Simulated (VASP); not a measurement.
# Sn3H2 (R-3m) in VASP: notebook, part 2 of 2

VASP 6.6.1. Earlier steps stand in the parts before.

## (4) Relaxation of cell and atoms, PBE

Contents of INCAR:

```
SYSTEM = Sn3H2
PREC     = Accurate       ! precision mode
ENCUT    = 600            ! plane-wave cutoff, eV
EDIFF    = 1E-7           ! SCF threshold, eV
ISMEAR   = 0              ! smearing method
SIGMA    = 0.1            ! smearing width, eV
LREAL    = .FALSE.        ! projectors in reciprocal space
LASPH    = .TRUE.         ! aspherical terms in the spheres
NELM     = 60             ! most SCF steps
ALGO     = Normal         ! electronic algorithm
ISIF     = 3              ! what is computed and relaxed
LWAVE    = .FALSE.        ! write WAVECAR
LCHARG   = .FALSE.        ! write CHGCAR
GGA      = PE             ! functional
IBRION   = 2              ! ionic algorithm
NSW      = 90             ! ionic steps
EDIFFG   = -0.04          ! ionic threshold
```

Contents of KPOINTS:

```
regular mesh
0
G
  6 6 6
  0 0 0
```

Contents of POSCAR:

```
Sn3H2
1.0
    1.7800406057      1.0277069228      8.2513911430
   -1.7800406057      1.0277069228      8.2513911430
    0.0000000000     -2.0554138457      8.2513911430
Sn H
3 2
Direct
    0.0000000000      0.0000000000      0.0000000000
    0.2095000000      0.2095000000      0.2095000000
    0.7905000000      0.7905000000      0.7905000000
    0.4000000000      0.4000000000      0.4000000000
    0.6000000000      0.6000000000      0.6000000000
```

Potentials or basis: VASP PAW PBE potentials, release 64 (Sn_d, H).

Started as:

```console
$ cat potpaw_PBE.64/Sn_d/POTCAR potpaw_PBE.64/H/POTCAR > POTCAR
$ mpirun -np 1 vasp_std > vasp.out
```

OUTCAR:

```text
SYSTEM = Sn3H2
   PREC = Accurate
   ENCUT = 600
   EDIFF = 1E-7
   ISMEAR = 0
   LREAL = .FALSE.
   LASPH = .TRUE.
   NELM = 60
   ISIF = 3
   GGA = PE
   IBRION = 2
   NSW = 90
   EDIFFG = -0.04

 ion  position               nearest neighbor table
   1  0.000  0.000  0.000-   3 3.69   2 3.69   3 3.69   3 3.69   2 3.69   2 3.69
   2  0.209  0.209  0.209-   3 2.95   3 2.95   3 2.95   1 3.69   1 3.69   1 3.69
   3  0.791  0.791  0.791-   2 2.95   2 2.95   2 2.95   1 3.69   1 3.69   1 3.69
   4  0.400  0.400  0.400-
   5  0.600  0.600  0.600-

  LATTYP: Found a trigonal (rhomboedric) cell.
 ALAT       =     8.5035393732
 COS(alpha) =     0.9123624232

  Lattice vectors:

 A1 = (   1.7800406057,   1.0277069228,   8.2513911430)
 A2 = (  -1.7800406057,   1.0277069228,   8.2513911430)
 A3 = (   0.0000000000,  -2.0554138457,   8.2513911430)

Analysis of symmetry for initial positions (statically):
=====================================================================
 Subroutine PRICEL returns:
 Original cell was already a primitive cell.

 Routine SETGRP: Setting up the symmetry group for a
 trigonal (rhombohedral) supercell.

 Subroutine GETGRP returns: Found 12 space group operations
 (whereof 12 operations were pure point group operations)
 out of a pool of 12 trial point group operations.

The static configuration has the point symmetry D_3d.

Analysis of symmetry for dynamics (positions and initial velocities):
=====================================================================
 Subroutine PRICEL returns:
 Original cell was already a primitive cell.

 Routine SETGRP: Setting up the symmetry group for a
 trigonal (rhombohedral) supercell.

 Subroutine GETGRP returns: Found 12 space group operations
 (whereof 12 operations were pure point group operations)
 out of a pool of 12 trial point group operations.

The dynamic configuration has the point symmetry D_3d.

 Subroutine INISYM returns: Found 12 space group operations
 (whereof 12 operations are pure point group operations),
 and found     1 'primitive' translations

[... 141 lines left out ...]

 number of electron      44.0000002 magnetization

 Free energy of the ion-electron system (eV)
  ---------------------------------------------------
  ext. energy  EPLUGINS =         0.00000000
  ---------------------------------------------------
  free energy    TOTEN  =       -15.68629839 eV

  energy without entropy =      -15.67515525  energy(sigma->0) =      -15.68072682

------------------------ aborting loop because EDIFF is reached ----------------------------------------

  FORCE on cell =-STRESS in cart. coord.  units (eV):
  Direction    XX          YY          ZZ          XY          YZ          ZX
  --------------------------------------------------------------------------------------
  -------------------------------------------------------------------------------------
  Total        0.4106574      0.4106574      1.6511406      0.0000000     -0.0000000      0.0000000
  in kB        7.2646154      7.2646154     29.2090220      0.0000000     -0.0000000      0.0000000
  external PRESSURE =      14.5794176 kB  Pullay stress =       0.0000000 kB
[... 98 lines left out ...]
  FREE ENERGIE OF THE ION-ELECTRON SYSTEM (eV)
  ---------------------------------------------------
  free  energy   TOTEN  =       -16.0198569037 eV

  energy  without entropy=      -16.0077704502  energy(sigma->0) =      -16.01381368

 E-fermi :   6.5823     XC(G=0):  -9.9586

 val. band max:        6.5722197311   @ k =   0.3333   0.3333   0.3333
 cond. band min:       6.5985092847   @ k =  -0.3333   0.5000   0.1667
 fundamental gap:      0.0262895536
 Fermi energy:         6.5823317190

 k-point     1 :       0.0000    0.0000    0.0000
  band No.  band energies     occupation
      1     -15.0466      2.00000
      2     -15.0028      2.00000
      3     -15.0028      2.00000
      4     -14.9867      2.00000
      5     -14.9867      2.00000
      6     -14.8802      2.00000
[... 685 lines left out ...]
     25       7.6052      0.00000
     26       8.6722      0.00000

 [... further k-points ...]

[... ionic steps 4 to 16 ...]

--------------------------------------- Ionic step       17  -------------------------------------------

 number of electron      43.9999998 magnetization

------------------------ aborting loop because EDIFF is reached ----------------------------------------
[... 73 lines left out ...]
--------------------------------------- Ionic step       19  -------------------------------------------

 number of electron      44.0000004 magnetization

 Free energy of the ion-electron system (eV)
  ---------------------------------------------------
  ext. energy  EPLUGINS =         0.00000000
  ---------------------------------------------------
  free energy    TOTEN  =       -16.21251212 eV

  energy without entropy =      -16.20599574  energy(sigma->0) =      -16.20925393

 E-fermi :   7.0123     XC(G=0): -10.0805

 val. band max:        6.9499832605   @ k =   0.5000   0.5000   0.3333
 cond. band min:       7.0784795892   @ k =   0.5000   0.3333   0.3333
 fundamental gap:      0.1284963287
 Fermi energy:         7.0122593289

 k-point     1 :       0.0000    0.0000    0.0000
  band No.  band energies     occupation
      1     -14.5544      2.00000
      2     -14.5462      2.00000
      3     -14.5462      2.00000
      4     -14.5365      2.00000
      5     -14.5365      2.00000
      6     -14.5216      2.00000
[... 719 lines left out ...]
  FREE ENERGIE OF THE ION-ELECTRON SYSTEM (eV)
  ---------------------------------------------------
  free  energy   TOTEN  =       -16.2125121154 eV

  energy  without entropy=      -16.2059957358  energy(sigma->0) =      -16.20925393

 reached required accuracy - stopping structural energy minimisation
```

Wall time 80 min (1 thread of AMD EPYC 9R45 (Zen 5), shared host); peak memory 0.73 GiB.

What came out:

```
Free energy                           : -16.2125 eV
Relaxed volume                        : 18.69 Å³/atom
Relaxed cell                          : a = 8.527 Å, b = 8.527 Å, c = 8.527 Å, α = 24.46°, β = 24.46°, γ = 24.46°
Space group after relaxing (to 0.1 Å) : R-3m (No. 166)
Energy gained by relaxing             : 105.2 meV/atom
Ionic steps                           : 19
Pressure after relaxing               : -0.2 GPa
Largest force after relaxing          : 0.034 eV/Å
Band gap on the k mesh                : zero (bands 22 and 23 overlap by 5.36 eV)
```

Forces on the atoms (eV/Å):
```
Sn   0.000  0.000  0.000
Sn   0.000  0.000 -0.034
Sn   0.000  0.000  0.034
H    0.000  0.000  0.031
H    0.000  0.000 -0.031
```

Stress tensor (GPa, compression positive):
```
-0.32  0.00  0.00
 0.00 -0.32  0.00
 0.00  0.00  0.14
```

The path:
| step | energy change (eV) | largest force (eV/Å) | pressure (GPa) | volume (Å³) |
| --- | --- | --- | --- | --- |
| 1 | 0.0000 | 1.6872 | 1.46 | 90.57 |
| 2 | -0.2190 | 0.9182 | -0.89 | 92.74 |
| 3 | -0.3336 | 0.3624 | -2.53 | 96.14 |
| 4 | -0.3382 | 0.3195 | -2.71 | 96.74 |
| 5 | -0.4229 | 0.2137 | -0.49 | 91.43 |
| 6 | -0.4301 | 0.1634 | 0.59 | 89.48 |
| 7 | -0.4503 | 0.1778 | 0.88 | 89.29 |
| 8 | -0.4622 | 0.1751 | 1.38 | 89.03 |
| 9 | -0.4798 | 0.1765 | 0.09 | 91.69 |
| 10 | -0.4808 | 0.1765 | -0.25 | 92.48 |
| 11 | -0.4888 | 0.1616 | -0.26 | 92.70 |
| 12 | -0.5037 | 0.1103 | -0.27 | 93.36 |
| 13 | -0.4897 | 0.1136 | -0.10 | 94.62 |
| 14 | -0.5060 | 0.0797 | -0.24 | 93.68 |
| 15 | -0.5125 | 0.1094 | 0.22 | 92.85 |
| 16 | -0.5138 | 0.1479 | 0.56 | 92.28 |
| 17 | -0.5181 | 0.1271 | 0.33 | 92.66 |
| 18 | -0.5234 | 0.0602 | -0.27 | 93.78 |
| 19 | -0.5262 | 0.0340 | -0.17 | 93.45 |

Final structure:
```cif
data_structure
_symmetry_space_group_name_H-M 'P 1'
_symmetry_Int_Tables_number 1
_cell_length_a 8.5271
_cell_length_b 8.5271
_cell_length_c 8.5271
_cell_angle_alpha 24.459
_cell_angle_beta 24.459
_cell_angle_gamma 24.459
_cell_volume 93.45
loop_
_atom_site_label
_atom_site_type_symbol
_atom_site_fract_x
_atom_site_fract_y
_atom_site_fract_z
_atom_site_occupancy
Sn1 Sn 0.00000 0.00000 0.00000 1
Sn2 Sn 0.22386 0.22386 0.22386 1
Sn3 Sn 0.77614 0.77614 0.77614 1
H1 H 0.41265 0.41265 0.41265 1
H2 H 0.58735 0.58735 0.58735 1
```

Caveat: spin-orbit coupling is left out, which moves the levels of the heavy elements.

## (5) Single point, PBE

This run uses another cell than the first one, of 18.66 Å³/atom.

Contents of INCAR:

```
SYSTEM = Sn3H2
PREC     = Accurate       ! precision mode
ENCUT    = 520            ! plane-wave cutoff, eV
EDIFF    = 1E-6           ! SCF threshold, eV
ISMEAR   = 0              ! smearing method
SIGMA    = 0.1            ! smearing width, eV
LREAL    = .False.        ! projectors in reciprocal space
LASPH    = .True.         ! aspherical terms in the spheres
NELM     = 80             ! most SCF steps
ALGO     = Normal         ! electronic algorithm
ISIF     = 2              ! what is computed and relaxed
LWAVE    = .False.        ! write WAVECAR
LCHARG   = .False.        ! write CHGCAR
GGA      = PE             ! functional
NBANDS   = 30             ! bands
```

Contents of KPOINTS:

```
regular mesh
0
Gamma
  12 12 12
  0 0 0
```

Contents of POSCAR:

```
Sn3H2
1.0
    1.8521444398      1.0693360909      7.8533974522
   -1.8521444398      1.0693360909      7.8533974522
    0.0000000000     -2.1386721818      7.8533974522
Sn H
3 2
Direct
    0.0000000000      0.0000000000      0.0000000000
    0.2267864908      0.2267864908      0.2267864908
    0.7732135092      0.7732135092      0.7732135092
    0.4480442371      0.4480442371      0.4480442371
    0.5519557629      0.5519557629      0.5519557629
```

Started as:

```console
$ cat potpaw_PBE.64/Sn_d/POTCAR potpaw_PBE.64/H/POTCAR > POTCAR
$ mpirun -np 1 vasp_std > vasp.out
```

Wall time 21 min (1 thread of AMD EPYC 9R45 (Zen 5), shared host); peak memory 0.77 GiB.

The run converged. Its results:

* Free energy: -16.5063 eV
* Pressure: 0.0 GPa
* Band gap on the k mesh: zero (bands 22 and 23 overlap by 5.35 eV)

Levels at points of the mesh, in eV from the Fermi level:
| k point | band 18 | band 19 | band 20 | band 21 | band 22 | band 23 | band 24 | band 25 | band 26 | band 27 |
| --- | --- | --- | --- | --- | --- | --- | --- | --- | --- | --- |
| (0.00, 0.00, 0.00) | -8.11 | -1.49 | -0.16 | 1.61 | 3.46 | 3.71 | 3.71 | 3.79 | 3.79 | 5.07 |
| (0.50, 0.00, 0.00) | -6.42 | -5.30 | -4.36 | -2.58 | 0.20 | 0.42 | 1.06 | 1.18 | 3.30 | 4.31 |
| (0.50, 0.50, 0.00) | -7.01 | -5.48 | -3.56 | -2.83 | 0.02 | 0.45 | 1.16 | 2.38 | 2.62 | 2.62 |
| (0.50, 0.50, 0.50) | -6.63 | -3.84 | 1.21 | 2.43 | 3.34 | 3.34 | 4.33 | 4.33 | 4.96 | 4.98 |

Caveat: spin-orbit coupling is left out, which moves the levels of the heavy elements.

## (6) Overview

| task | cell | k mesh | cutoff (eV) | gap on the mesh (eV) | pressure (GPa) | largest force (eV/Å) |
| --- | --- | --- | --- | --- | --- | --- |
| single point | a = 8.504 Å, angles 24.2°, 5 atoms, atomic positions A | 6 × 6 × 6 | 520 | none | 1.4 | 1.69 |
| single point | a = 8.534 Å, angles 24.3°, 5 atoms, atomic positions B | 6 × 6 × 6 | 520 | none | 0.0 | 0.03 |
| relaxation of cell and atoms | relaxed from a = 8.504 Å, angles 24.2°, 5 atoms, atomic positions A | 6 × 6 × 6 | 600 | none | -0.2 | 0.03 |
| single point | a = 8.139 Å, angles 26.3°, 5 atoms, atomic positions C | 12 × 12 × 12 | 520 | none | 0.0 | - |

Alike in all rows: level PBE; potentials or basis VASP PAW PBE potentials, release 64 (Sn_d, H); no spin polarisation; smearing gaussian 0.1 eV.

Caveats: spin-orbit coupling is left out, which moves the levels of the heavy elements; forces of over 1 eV/Å act on the atoms, so gaps and moduli don't describe the material at rest (at least some runs).

Total energies depend on the potentials used, so only differences within one code and one set of settings carry meaning.
